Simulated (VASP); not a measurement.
# InSb3 (P4/mmm) in VASP: notebook

The runs below take InSb3 through single point, with PBE.

Program: VASP 6.6.1. These are calculated values, not measurements. Logs are shortened: lines on timing, memory, paths and dates and some standing lists are left out, and cuts for length are marked.

## Step 1: The cell of the first run

It takes space group P4/mmm (No. 123, tetragonal). The conventional cell has a = 5.404 Å, b = 5.404 Å, c = 3.820 Å, α = 90.00°, β = 90.00°, γ = 90.00°. In (site symmetry 4/mmm) has 12 Sb at 3.31 to 3.82 Å and 2 In at 3.82 Å within 4.4 Å. Sb (site symmetry mmm) has 4 In at 3.31 Å and 10 Sb at 3.31 to 3.82 Å within 4.4 Å. Within 4.4 Å of Sb (site symmetry 4/mmm) lie 10 Sb at 3.31 to 3.82 Å and 4 In at 3.82 Å.

## Step 2: Single point, PBE

File INCAR:

```
SYSTEM = InSb3
ALGO = Normal ; EDIFF = 1E-7
ENCUT = 520 ; GGA = PE
ISIF = 2 ; ISMEAR = 0
LASPH = .True. ; LCHARG = .False.
LREAL = .False. ; LWAVE = .False.
NBANDS = 22 ; NELM = 80
PREC = Accurate ; SIGMA = 0.15
```

File KPOINTS:

```
k-points
0
Gamma
  12 12 12
  0 0 0
```

File POSCAR:

```
InSb3
1.0
    5.4036211236      0.0000000000      0.0000000000
    0.0000000000      5.4036211236      0.0000000000
    0.0000000000      0.0000000000      3.8203601344
In Sb
1 3
Direct
    0.0000000000      0.0000000000      0.0000000000
    0.5000000000      0.0000000000      0.5000000000
    0.0000000000      0.5000000000      0.5000000000
    0.5000000000      0.5000000000      0.0000000000
```

Potentials or basis: VASP PAW PBE potentials, release 64 (In_d, Sb).

Launch:

```sh
cat potpaw_PBE.64/In_d/POTCAR potpaw_PBE.64/Sb/POTCAR > POTCAR
mpirun -np 1 vasp_std > vasp.out
```

OUTCAR:

```text
SYSTEM = InSb3
   EDIFF = 1E-7
   ENCUT = 520
   GGA = PE
   ISIF = 2
   ISMEAR = 0
   LASPH = .True.
   LREAL = .False.
   NELM = 80
   PREC = Accurate

 ion  position               nearest neighbor table
   1  0.000  0.000  0.000-   2 3.31   3 3.31   2 3.31   3 3.31   3 3.31   3 3.31   2 3.31   2 3.31
                             4 3.82   4 3.82   4 3.82   4 3.82
   2  0.500  0.000  0.500-   1 3.31   4 3.31   1 3.31   4 3.31   4 3.31   4 3.31   1 3.31   1 3.31

   3  0.000  0.500  0.500-   1 3.31   4 3.31   1 3.31   4 3.31   1 3.31   1 3.31   4 3.31   4 3.31

   4  0.500  0.500  0.000-   2 3.31   3 3.31   2 3.31   3 3.31   2 3.31   2 3.31   3 3.31   3 3.31
                             1 3.82   1 3.82   1 3.82   1 3.82

  LATTYP: Found a simple tetragonal cell.
 ALAT       =     5.4036211236
 C/A-ratio  =     0.7070000000

  Lattice vectors:

 A1 = (   5.4036211236,   0.0000000000,   0.0000000000)
 A2 = (   0.0000000000,   5.4036211236,   0.0000000000)
 A3 = (   0.0000000000,   0.0000000000,   3.8203601344)

Analysis of symmetry for initial positions (statically):
=====================================================================
 Subroutine PRICEL returns:
 Original cell was already a primitive cell.

 Routine SETGRP: Setting up the symmetry group for a
 simple tetragonal supercell.

 Subroutine GETGRP returns: Found 16 space group operations
 (whereof 16 operations were pure point group operations)
 out of a pool of 16 trial point group operations.

The static configuration has the point symmetry D_4h.

Analysis of symmetry for dynamics (positions and initial velocities):
=====================================================================
 Subroutine PRICEL returns:
 Original cell was already a primitive cell.

 Routine SETGRP: Setting up the symmetry group for a
 simple tetragonal supercell.

 Subroutine GETGRP returns: Found 16 space group operations
 (whereof 16 operations were pure point group operations)
 out of a pool of 16 trial point group operations.

The dynamic configuration has the point symmetry D_4h.

 Subroutine INISYM returns: Found 16 space group operations
 (whereof 16 operations are pure point group operations),
 and found     1 'primitive' translations

----------------------------------------------------------------------------------------

                                     Primitive cell

  volume of cell :     111.5512

  direct lattice vectors                    reciprocal lattice vectors
     5.403621124  0.000000000  0.000000000     0.185061087  0.000000000  0.000000000
     0.000000000  5.403621124  0.000000000     0.000000000  0.185061087  0.000000000
     0.000000000  0.000000000  3.820360134     0.000000000  0.000000000  0.261755427

  length of vectors
     5.403621124  5.403621124  3.820360134     0.185061087  0.185061087  0.261755427

  position of ions in fractional coordinates (direct lattice)
     0.000000000  0.000000000  0.000000000
     0.500000000  0.000000000  0.500000000
     0.000000000  0.500000000  0.500000000
     0.500000000  0.500000000  0.000000000

  ion indices of the primitive-cell ions
   primitive index   ion index
                 1           1
                 2           2
                 3           3
                 4           4

----------------------------------------------------------------------------------------

 KPOINTS: k-points

Automatic generation of k-mesh.
 Grid dimensions read from file:
 generate k-points for:   12   12   12

 Generating k-lattice:

  Cartesian coordinates                     Fractional coordinates (reciprocal lattice)
     0.015421757  0.000000000  0.000000000     0.083333333  0.000000000  0.000000000
     0.000000000  0.015421757  0.000000000     0.000000000  0.083333333  0.000000000
     0.000000000  0.000000000  0.021812952     0.000000000  0.000000000  0.083333333

  Length of vectors
     0.015421757  0.015421757  0.021812952

  Shift w.r.t. Gamma in fractional coordinates (k-lattice)
     0.000000000  0.000000000  0.000000000

 Subroutine IBZKPT returns following result:
 ===========================================

 Found    196 irreducible k-points:

 Following reciprocal coordinates:
            Coordinates               Weight
  0.000000  0.000000  0.000000      1.000000
  0.083333  0.000000  0.000000      4.000000
  0.166667  0.000000  0.000000      4.000000
  0.250000  0.000000  0.000000      4.000000
  0.333333  0.000000  0.000000      4.000000
  0.416667  0.000000  0.000000      4.000000
[... 16 lines left out ...]
  0.333333  0.333333  0.000000      4.000000
  0.416667  0.333333  0.000000      8.000000
 [... further k-points ...]
   k-points           NKPTS =    196   k-points in BZ     NKDIM =    196   number of bands    NBANDS=     22
   number of dos      NEDOS =    301   number of ions     NIONS =      4
   total plane-waves  NPLWV =  44800
   dimension x,y,z NGX =    40 NGY =   40 NGZ =   28
   dimension x,y,z NGXF=    80 NGYF=   80 NGZF=   56
   ions per type =               1   3
   NGX,Y,Z   is equivalent  to a cutoff of  12.31, 12.31, 12.18 a.u.
   NGXF,Y,Z  is equivalent  to a cutoff of  24.61, 24.61, 24.37 a.u.
 SYSTEM =  InSb3
   PREC   = accura    normal or accurate (medium, high low for compatibility)
   ISTART =      0    job   : 0-new  1-cont  2-samecut
   ICHARG =      2    charge: 1-file 2-atom 10-const
   ISPIN  =      1    spin polarized calculation?
   LNONCOLLINEAR =      F non collinear calculations
   LSORBIT =      F    spin-orbit coupling
   LASPH  =      T    aspherical Exc in radial PAW
   ENCUT  =  520.0 eV  38.22 Ry    6.18 a.u.  10.05 10.05  7.10*2*pi/ulx,y,z
   NELM   =     80;   NELMIN=  2; NELMDL= -5     # of ELM steps
   EDIFF  = 0.1E-06   stopping-criterion for ELM
   LREAL  =      F    real-space projection
   EDIFFG = 0.1E-05   stopping-criterion for IOM
   NSW    =      0    number of steps for IOM
   IBRION =     -1    ionic relax: 0-MD 1-quasi-New 2-CG
   NFREE  =      0    steps in history (QN), initial steepest desc. (CG)
   ISIF   =      2    stress and relaxation
   ISYM   =      2    0-nonsym 1-usesym 2-fastsym
   POTIM  = 0.5000    time-step for ionic-motion
   TEBEG  =    0.0;   TEEND  =   0.0 temperature during run
   PSTRESS=    0.0 pullay stress
   NELECT =      28.0000    total number of electrons
   NUPDOWN=      -1.0000    fix difference up-down
   EMIN   =  10.00;   EMAX   =-10.00  energy-range for DOS
   EFERMI =   0.00;   METHOD = LEGACY
   ISMEAR =     0;   SIGMA  =   0.15  broadening in eV -4-tet -1-fermi 0-gaus
   EFERMI_NEDOS =   21; number of points for ismear=-14 and -15
   IALGO  =     38    algorithm
   IMIX   =      4    mixing-type and parameters
     AMIX     =   0.40;   BMIX     =  1.00
     AMIX_MAG =   1.60;   BMIX_MAG =  1.00
  volume/ion in A,a.u.               =      27.89       188.20
  Fermi-wavevector in a.u.,A,eV,Ry     =   1.032689  1.951499 14.509882  1.066446
  Thomas-Fermi vector in A             =   2.166899
   LORBIT       =      0    0 simple, 1 ext, 2 COOP (PROOUT), +10 PAW based schemes
   GGA     = PE    functional components
   LHFCALC =     F    Hartree Fock is set to
   AEXX    =    0.0000 exact exchange contribution
   IVDW    =     0    specifies the selected vdW correction
   LEPSILON=     F    determine dielectric tensor
   LRPA    =     F    only Hartree local field effects (RPA)
 non-spin polarized calculation
 Gauss-broadening in eV      SIGMA  =   0.15
  energy-cutoff  :      520.00
  volume of cell :      111.55
 maximum number of plane-waves:      3032
   NGX = 21   NGY = 21   NGZ = 15

 number of electron      27.9999987 magnetization

 Free energy of the ion-electron system (eV)
  ---------------------------------------------------
  ext. energy  EPLUGINS =         0.00000000
  ---------------------------------------------------
  free energy    TOTEN  =       -14.35472241 eV

  energy without entropy =      -14.32924040  energy(sigma->0) =      -14.34198140

 E-fermi :   7.6169     XC(G=0): -10.0442

 val. band max:        7.6168418112   @ k =   0.4167   0.3333   0.0000
 cond. band min:       7.6255000063   @ k =   0.1667   0.0000   0.0833
 fundamental gap:      0.0086581951
 Fermi energy:         7.6168591171

 k-point     1 :       0.0000    0.0000    0.0000
  band No.  band energies     occupation
      1      -6.8092      2.00000
      2      -6.8069      2.00000
      3      -6.7560      2.00000
      4      -6.7497      2.00000
      5      -6.7497      2.00000
      6      -4.3857      2.00000
[... 14 lines left out ...]
     21      14.2827      0.00000
     22      14.7406      0.00000

 k-point     2 :       0.0833    0.0000    0.0000
  band No.  band energies     occupation
      1      -6.8091      2.00000
      2      -6.8060      2.00000
      3      -6.7562      2.00000
      4      -6.7500      2.00000
      5      -6.7497      2.00000
      6      -4.3534      2.00000
[... 14 lines left out ...]
     21      14.2365      0.00000
     22      14.6011      0.00000

 k-point     3 :       0.1667    0.0000    0.0000
  band No.  band energies     occupation
      1      -6.8089      2.00000
      2      -6.8036      2.00000
      3      -6.7569      2.00000
      4      -6.7509      2.00000
      5      -6.7497      2.00000
      6      -4.2574      2.00000
[... 14 lines left out ...]
     21      13.5728      0.00000
     22      14.4588      0.00000

 k-point     4 :       0.2500    0.0000    0.0000
  band No.  band energies     occupation
      1      -6.8086      2.00000
      2      -6.8004      2.00000
      3      -6.7579      2.00000
      4      -6.7521      2.00000
      5      -6.7497      2.00000
      6      -4.1012      2.00000
[... 14 lines left out ...]
     21      12.7182      0.00000
     22      14.0227      0.00000

 k-point     5 :       0.3333    0.0000    0.0000
  band No.  band energies     occupation
      1      -6.8084      2.00000
      2      -6.7971      2.00000
      3      -6.7588      2.00000
      4      -6.7533      2.00000
      5      -6.7497      2.00000
      6      -3.8950      2.00000
[... 14 lines left out ...]
     21      13.4004      0.00000
     22      13.6121      0.00000

 k-point     6 :       0.4167    0.0000    0.0000
  band No.  band energies     occupation
      1      -6.8082      2.00000
      2      -6.7947      2.00000
      3      -6.7595      2.00000
      4      -6.7542      2.00000
      5      -6.7497      2.00000
      6      -3.6721      2.00000
[... 14 lines left out ...]
     21      13.4957      0.00000
     22      13.8979      0.00000

 k-point     7 :       0.5000    0.0000    0.0000
  band No.  band energies     occupation
      1      -6.8081      2.00000
      2      -6.7939      2.00000
      3      -6.7597      2.00000
      4      -6.7545      2.00000
      5      -6.7497      2.00000
      6      -3.5511      2.00000
[... 324 lines left out ...]
      6      -3.6026      2.00000
[... 14 lines left out ...]
     21      12.6450      0.00000
     22      12.7285      0.00000

 k-point    21 :       0.4167    0.2500    0.0000
  band No.  band energies     occupation
      1      -6.8073      2.00000
      2      -6.7875      2.00000
      3      -6.7634      2.00000
      4      -6.7541      2.00000
      5      -6.7520      2.00000
      6      -3.3700      2.00000
[... 14 lines left out ...]
     21      12.5874      0.00000
     22      12.7749      0.00000

 k-point    22 :       0.5000    0.2500    0.0000
  band No.  band energies     occupation
      1      -6.8073      2.00000
      2      -6.7865      2.00000
      3      -6.7638      2.00000
      4      -6.7544      2.00000
      5      -6.7520      2.00000
      6      -3.2372      2.00000
[... 14 lines left out ...]
     21      12.7875      0.00000
     22      13.2561      0.00000

 k-point    23 :       0.3333    0.3333    0.0000
  band No.  band energies     occupation
      1      -6.8072      2.00000
      2      -6.7864      2.00000
      3      -6.7640      2.00000
      4      -6.7532      2.00000
      5      -6.7532      2.00000
      6      -3.3873      2.00000
[... 14 lines left out ...]
     21      12.2185      0.00000
     22      12.2388      0.00000

 k-point    24 :       0.4167    0.3333    0.0000
  band No.  band energies     occupation
      1      -6.8071      2.00000
      2      -6.7837      2.00000
      3      -6.7653      2.00000
      4      -6.7541      2.00000
      5      -6.7532      2.00000
      6      -3.1437      2.00000
[... 14 lines left out ...]
     21      12.0244      0.00000
     22      12.5141      0.00000

 [... further k-points ...]

------------------------ aborting loop because EDIFF is reached ----------------------------------------

  FORCE on cell =-STRESS in cart. coord.  units (eV):
  Direction    XX          YY          ZZ          XY          YZ          ZX
  --------------------------------------------------------------------------------------
  -------------------------------------------------------------------------------------
  Total       -0.8863999     -0.8863999     -0.5730662      0.0000000      0.0000000     -0.0000000
  in kB      -12.7311084    -12.7311084     -8.2307856      0.0000000      0.0000000     -0.0000000
  external PRESSURE =     -11.2310008 kB  Pullay stress =       0.0000000 kB

 VOLUME and BASIS-vectors are now :
 -----------------------------------------------------------------------------
  energy-cutoff  :      520.00
  volume of cell :      111.55
      direct lattice vectors                 reciprocal lattice vectors
     5.403621124  0.000000000  0.000000000     0.185061087  0.000000000  0.000000000
     0.000000000  5.403621124  0.000000000     0.000000000  0.185061087  0.000000000
     0.000000000  0.000000000  3.820360134     0.000000000  0.000000000  0.261755427

 POSITION                                       TOTAL-FORCE (eV/Angst)
 -----------------------------------------------------------------------------------
      0.00000      0.00000      0.00000         0.000000      0.000000      0.000000
      2.70181      0.00000      1.91018         0.000000      0.000000      0.000000
      0.00000      2.70181      1.91018         0.000000      0.000000      0.000000
      2.70181      2.70181      0.00000         0.000000      0.000000      0.000000
 -----------------------------------------------------------------------------------
    total drift:                               -0.000000      0.000000     -0.000000

  FREE ENERGIE OF THE ION-ELECTRON SYSTEM (eV)
  ---------------------------------------------------
  free  energy   TOTEN  =       -14.3547224134 eV

  energy  without entropy=      -14.3292403954  energy(sigma->0) =      -14.34198140
```

It took 3 min on 1 thread of Intel Xeon 6975P-C (Granite Rapids), shared host; peak memory 0.55 GiB.

Results:

- Free energy: -14.3547 eV
- Pressure: -1.1 GPa
- Band gap on the k mesh: zero (bands 14 and 15 overlap by 3.51 eV)

Stress tensor (GPa, compression positive):
```
-1.27  0.00  0.00
 0.00 -1.27  0.00
 0.00  0.00 -0.82
```

Caveat: spin-orbit coupling is left out, which moves the levels of the heavy elements.

(Continued in part 2 of 2.)
